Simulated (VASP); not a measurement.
# SiO2 (P4_122) in VASP: relaxation of cell and atoms with PBE

Aim: the relaxation of cell and atoms of SiO2 with PBE.

Everything below comes from runs of VASP 6.6.1. Logs are shortened: lines on timing, memory, paths and dates and some standing lists are left out, and cuts for length are marked.

### 1 The cell of the first run

The structure is tetragonal, space group P4_122 (No. 91). The conventional cell has a = 6.300 Å, b = 6.300 Å, c = 4.863 Å, α = 90.00°, β = 90.00°, γ = 90.00°. Si (site symmetry 2) has 4 O at 1.59 to 1.63 Å within 2.1 Å. Within 2.1 Å of O (site symmetry 2) lie 2 Si at 1.59 Å. Within 2.2 Å of O (site symmetry 2) lie 2 Si at 1.63 Å.

### 2 Relaxation of cell and atoms, PBE

INCAR

```
SYSTEM = SiO2
PREC     = Accurate       ! precision mode
ENCUT    = 600            ! plane-wave cutoff, eV
EDIFF    = 1E-7           ! SCF threshold, eV
ISMEAR   = 0              ! smearing method
SIGMA    = 0.1            ! smearing width, eV
LREAL    = .False.        ! projectors in reciprocal space
LASPH    = .True.         ! aspherical terms in the spheres
NELM     = 80             ! most SCF steps
ALGO     = Normal         ! electronic algorithm
ISIF     = 3              ! what is computed and relaxed
LWAVE    = .False.        ! write WAVECAR
LCHARG   = .False.        ! write CHGCAR
GGA      = PE             ! functional
IBRION   = 2              ! ionic algorithm
NSW      = 90             ! ionic steps
EDIFFG   = -0.04          ! ionic threshold
```

KPOINTS

```
regular mesh
0
Gamma
  4 4 4
  0 0 0
```

POSCAR

```
SiO2
1.0
    6.2995081000      0.0000000000      0.0000000000
    0.0000000000      6.2995081000      0.0000000000
    0.0000000000      0.0000000000      4.8634547700
Si O
4 8
Direct
    0.3384865200      0.0000000000      0.7500000000
    0.6615134800      0.0000000000      0.2500000000
    0.0000000000      0.3384865200      0.0000000000
    0.0000000000      0.6615134800      0.5000000000
    0.5000000000      0.0000000000      0.5000000000
    0.5000000000      0.0000000000      0.0000000000
    0.1692432600      0.1692432600      0.8750000000
    0.1692432600      0.8307567400      0.6250000000
    0.8307567400      0.1692432600      0.1250000000
    0.8307567400      0.8307567400      0.3750000000
    0.0000000000      0.5000000000      0.7500000000
    0.0000000000      0.5000000000      0.2500000000
```

Potentials or basis: VASP PAW PBE potentials, release 64 (Si, O).

On the command line:

```sh
$ cat potpaw_PBE.64/Si/POTCAR potpaw_PBE.64/O/POTCAR > POTCAR
$ mpirun -np 1 vasp_std > vasp.out
```

OUTCAR:

```text
SYSTEM = SiO2
   PREC = Accurate
   ENCUT = 600
   EDIFF = 1E-7
   ISMEAR = 0
   LREAL = .False.
   LASPH = .True.
   NELM = 80
   ISIF = 3
   GGA = PE
   IBRION = 2
   NSW = 90
   EDIFFG = -0.04

 ion  position               nearest neighbor table
   1  0.338  0.000  0.750-   5 1.59   6 1.59   7 1.63   8 1.63
   2  0.662  0.000  0.250-   5 1.59   6 1.59   9 1.63  10 1.63
   3  0.000  0.338  0.000-  11 1.59  12 1.59   7 1.63   9 1.63
   4  0.000  0.662  0.500-  11 1.59  12 1.59   8 1.63  10 1.63
   5  0.500  0.000  0.500-   1 1.59   2 1.59
   6  0.500  0.000  0.000-   1 1.59   2 1.59
   7  0.169  0.169  0.875-   1 1.63   3 1.63
   8  0.169  0.831  0.625-   1 1.63   4 1.63
   9  0.831  0.169  0.125-   2 1.63   3 1.63
  10  0.831  0.831  0.375-   2 1.63   4 1.63
  11  0.000  0.500  0.750-   3 1.59   4 1.59
  12  0.000  0.500  0.250-   3 1.59   4 1.59

  LATTYP: Found a simple tetragonal cell.
 ALAT       =     6.2995081000
 C/A-ratio  =     0.7720372278

  Lattice vectors:

 A1 = (   6.2995081000,   0.0000000000,   0.0000000000)
 A2 = (   0.0000000000,   6.2995081000,   0.0000000000)
 A3 = (   0.0000000000,   0.0000000000,   4.8634547700)

Analysis of symmetry for initial positions (statically):
=====================================================================
 Subroutine PRICEL returns:
 Original cell was already a primitive cell.

 Routine SETGRP: Setting up the symmetry group for a
 simple tetragonal supercell.

 Subroutine GETGRP returns: Found  8 space group operations
 (whereof  2 operations were pure point group operations)
 out of a pool of 16 trial point group operations.

The static configuration has the point symmetry C_2 .
 The point group associated with its full space group is D_4 .

Analysis of symmetry for dynamics (positions and initial velocities):
=====================================================================
 Subroutine PRICEL returns:
 Original cell was already a primitive cell.

 Routine SETGRP: Setting up the symmetry group for a
 simple tetragonal supercell.

 Subroutine GETGRP returns: Found  8 space group operations
 (whereof  2 operations were pure point group operations)
 out of a pool of 16 trial point group operations.

The dynamic configuration has the point symmetry C_2 .
 The point group associated with its full space group is D_4 .

 Subroutine INISYM returns: Found  8 space group operations
 (whereof  2 operations are pure point group operations),
 and found     1 'primitive' translations

----------------------------------------------------------------------------------------
[... 122 lines left out ...]
   EFERMI_NEDOS =   21; number of points for ismear=-14 and -15
   IALGO  =     38    algorithm
   IMIX   =      4    mixing-type and parameters
     AMIX     =   0.40;   BMIX     =  1.00
     AMIX_MAG =   1.60;   BMIX_MAG =  1.00
  volume/ion in A,a.u.               =      16.08       108.54
  Fermi-wavevector in a.u.,A,eV,Ry     =   1.133136  2.141317 17.469848  1.283998
  Thomas-Fermi vector in A             =   2.269838
   LORBIT       =      0    0 simple, 1 ext, 2 COOP (PROOUT), +10 PAW based schemes
   GGA     = PE    functional components
   LHFCALC =     F    Hartree Fock is set to
   AEXX    =    0.0000 exact exchange contribution
   IVDW    =     0    specifies the selected vdW correction
   LEPSILON=     F    determine dielectric tensor
   LRPA    =     F    only Hartree local field effects (RPA)
 conjugate gradient relaxation of ions
 non-spin polarized calculation
 Gauss-broadening in eV      SIGMA  =   0.10
  energy-cutoff  :      600.00
  volume of cell :      193.00
 maximum number of plane-waves:      6456
   NGX = 25   NGY = 25   NGZ = 19

--------------------------------------- Ionic step        1  -------------------------------------------

 number of electron      64.0000007 magnetization

 Free energy of the ion-electron system (eV)
  ---------------------------------------------------
  ext. energy  EPLUGINS =         0.00000000
  ---------------------------------------------------
  free energy    TOTEN  =       -90.94561612 eV

  energy without entropy =      -90.94561612  energy(sigma->0) =      -90.94561612

------------------------ aborting loop because EDIFF is reached ----------------------------------------

  FORCE on cell =-STRESS in cart. coord.  units (eV):
  Direction    XX          YY          ZZ          XY          YZ          ZX
  --------------------------------------------------------------------------------------
  -------------------------------------------------------------------------------------
  Total        6.8407484      6.8407484     11.6908855      0.0000000      0.0000000      0.0000000
  in kB       56.7879306     56.7879306     97.0509593      0.0000000      0.0000000      0.0000000
  external PRESSURE =      70.2089402 kB  Pullay stress =       0.0000000 kB
[... 119 lines left out ...]
  FREE ENERGIE OF THE ION-ELECTRON SYSTEM (eV)
  ---------------------------------------------------
  free  energy   TOTEN  =       -91.5767961525 eV

  energy  without entropy=      -91.5767961525  energy(sigma->0) =      -91.57679615

 E-fermi :  -0.0261     XC(G=0):  -7.9342

 val. band max:       -0.4948320524   @ k =   0.0000   0.0000   0.0000
 cond. band min:       4.5444680290   @ k =   0.0000   0.0000   0.0000
 fundamental gap:      5.0393000814
 Fermi energy:        -0.0260852360

 k-point     1 :       0.0000    0.0000    0.0000
  band No.  band energies     occupation
      1     -19.6839      2.00000
      2     -18.9984      2.00000
      3     -18.2670      2.00000
      4     -18.2670      2.00000
      5     -17.8142      2.00000
      6     -17.7336      2.00000
[... 745 lines left out ...]
     38       8.4485      0.00000
     39       8.6556      0.00000

[... ionic steps 4 to 16 ...]

--------------------------------------- Ionic step       17  -------------------------------------------

 number of electron      64.0000011 magnetization

------------------------ aborting loop because EDIFF is reached ----------------------------------------
[... 87 lines left out ...]
--------------------------------------- Ionic step       19  -------------------------------------------

 number of electron      63.9999999 magnetization

 Free energy of the ion-electron system (eV)
  ---------------------------------------------------
  ext. energy  EPLUGINS =         0.00000000
  ---------------------------------------------------
  free energy    TOTEN  =       -94.82618529 eV

  energy without entropy =      -94.82618529  energy(sigma->0) =      -94.82618529

 E-fermi :   0.3885     XC(G=0):  -8.2972

 val. band max:       -0.0730524274   @ k =   0.0000   0.0000   0.0000
 cond. band min:       5.4644453161   @ k =   0.0000   0.0000   0.0000
 fundamental gap:      5.5374977435
 Fermi energy:         0.3884642224

 k-point     1 :       0.0000    0.0000    0.0000
  band No.  band energies     occupation
      1     -19.4170      2.00000
      2     -18.4899      2.00000
      3     -18.0446      2.00000
      4     -18.0446      2.00000
      5     -17.4314      2.00000
      6     -17.3787      2.00000
[... 784 lines left out ...]
  FREE ENERGIE OF THE ION-ELECTRON SYSTEM (eV)
  ---------------------------------------------------
  free  energy   TOTEN  =       -94.8261852935 eV

  energy  without entropy=      -94.8261852935  energy(sigma->0) =      -94.82618529

 reached required accuracy - stopping structural energy minimisation
```

CONTCAR:

```text
SiO2
   1.00000000000000
     6.0901567962557257   -0.0000000000000000    0.0000000000000000
     0.0000000000000000    6.0901567962557257    0.0000000000000000
     0.0000000000000000   -0.0000000000000000    4.7700812550432028
  Si              O
     4     8
Direct
     0.3466681467477399    0.0000000000000000    0.7500000000000000
     0.6533318532522601    0.0000000000000000    0.2500000000000000
     0.0000000000000000    0.3466681467477399    0.0000000000000000
     0.0000000000000000    0.6533318532522601    0.5000000000000000
     0.5000000000000000    0.0992965050126107    0.5000000000000000
     0.5000000000000000    0.9007034949873896    0.0000000000000000
     0.1958024613381977    0.1958024613381977    0.8750000000000000
     0.1958024613381977    0.8041975386618025    0.6250000000000000
     0.8041975386618025    0.1958024613381977    0.1250000000000000
     0.8041975386618025    0.8041975386618025    0.3750000000000000
     0.9007034949873896    0.5000000000000000    0.7500000000000000
     0.0992965050126107    0.5000000000000000    0.2500000000000000

  0.00000000E+00  0.00000000E+00  0.00000000E+00
  0.00000000E+00  0.00000000E+00  0.00000000E+00
  0.00000000E+00  0.00000000E+00  0.00000000E+00
  0.00000000E+00  0.00000000E+00  0.00000000E+00
  0.00000000E+00  0.00000000E+00  0.00000000E+00
  0.00000000E+00  0.00000000E+00  0.00000000E+00
  0.00000000E+00  0.00000000E+00  0.00000000E+00
  0.00000000E+00  0.00000000E+00  0.00000000E+00
  0.00000000E+00  0.00000000E+00  0.00000000E+00
  0.00000000E+00  0.00000000E+00  0.00000000E+00
  0.00000000E+00  0.00000000E+00  0.00000000E+00
  0.00000000E+00  0.00000000E+00  0.00000000E+00
```

It took 37 min on 1 thread of Intel Xeon Platinum 8259CL at 2.50GHz (Skylake/Cascade Lake), shared host; peak memory 0.38 GiB.

Results:

| Quantity | Value |
| --- | --- |
| Free energy | -94.8262 eV |
| Relaxed volume | 14.74 Å³/atom |
| Relaxed cell | a = 6.090 Å, b = 6.090 Å, c = 4.770 Å, α = 90.00°, β = 90.00°, γ = 90.00° |
| Space group after relaxing (to 0.05 Å) | P4_122 (No. 91) |
| Energy gained by relaxing | 323.4 meV/atom |
| Ionic steps | 19 |
| Pressure after relaxing | -0.1 GPa |
| Largest force after relaxing | 0.027 eV/Å |
| Band gap on the k mesh | 5.54 eV, direct |

Forces on the atoms (eV/Å):
```
Si   0.001  0.000  0.000
Si  -0.001  0.000  0.000
Si   0.000  0.001  0.000
Si   0.000 -0.001  0.000
O    0.000 -0.013  0.000
O    0.000  0.013  0.000
O    0.019  0.019  0.000
O    0.019 -0.019  0.000
O   -0.019  0.019  0.000
O   -0.019 -0.019  0.000
O    0.013  0.000  0.000
O   -0.013  0.000  0.000
```

Step by step:
```csv
step,energy change (eV),largest force (eV/Å),pressure (GPa),volume (Å³)
1,0.0000,1.9821,7.02,193.00
2,-0.0795,3.9691,-8.24,213.34
3,-0.6312,1.7081,-1.87,203.03
4,-1.4747,1.4072,-6.39,206.80
5,-1.8773,0.8347,-11.63,211.28
6,-2.3874,0.7515,-10.40,206.20
7,-3.4668,0.5760,-6.71,191.46
8,-2.9581,1.7438,1.30,164.11
9,-3.7613,0.3783,-3.86,182.27
10,-3.7775,0.4229,-3.19,179.79
11,-3.8434,0.2645,-0.88,178.25
12,-3.8511,0.1884,0.26,177.53
13,-3.8619,0.1496,0.10,177.66
14,-3.8760,0.0855,-0.36,178.04
15,-3.8777,0.1035,-0.03,177.53
16,-3.8777,0.0871,-0.06,177.58
17,-3.8790,0.0507,0.07,177.27
18,-3.8798,0.0509,0.28,176.76
19,-3.8806,0.0265,-0.08,176.92
```

Final structure:
```
Si O
1.0
     6.09016    0.00000    0.00000
     0.00000    6.09016    0.00000
     0.00000    0.00000    4.77008
Si O
4 8
Direct
  0.34667 0.00000 0.75000
  0.65333 0.00000 0.25000
  0.00000 0.34667 0.00000
  0.00000 0.65333 0.50000
  0.50000 0.09930 0.50000
  0.50000 0.90070 0.00000
  0.19580 0.19580 0.87500
  0.19580 0.80420 0.62500
  0.80420 0.19580 0.12500
  0.80420 0.80420 0.37500
  0.90070 0.50000 0.75000
  0.09930 0.50000 0.25000
```

Levels at points of the mesh, in eV from the valence-band top:
| k point | band 29 | band 30 | band 31 | band 32 | band 33 | band 34 | band 35 | band 36 |
| --- | --- | --- | --- | --- | --- | --- | --- | --- |
| (0.00, 0.00, 0.00) | -0.81 | -0.67 | -0.47 | 0.00 | 5.54 | 8.43 | 8.73 | 8.73 |
| (0.50, 0.00, 0.00) | -0.77 | -0.55 | -0.33 | -0.32 | 6.82 | 7.34 | 8.45 | 9.02 |
| (0.50, 0.50, 0.00) | -1.14 | -0.43 | -0.14 | -0.14 | 7.81 | 7.81 | 8.25 | 8.54 |
| (0.00, 0.00, 0.50) | -0.58 | -0.58 | -0.19 | -0.19 | 7.77 | 7.77 | 9.31 | 9.31 |
| (0.50, 0.00, 0.50) | -0.68 | -0.68 | -0.42 | -0.42 | 8.19 | 8.19 | 8.96 | 8.96 |
| (0.50, 0.50, 0.50) | -0.84 | -0.84 | -0.47 | -0.47 | 8.41 | 8.41 | 9.26 | 9.26 |

A k mesh can miss the band edges.
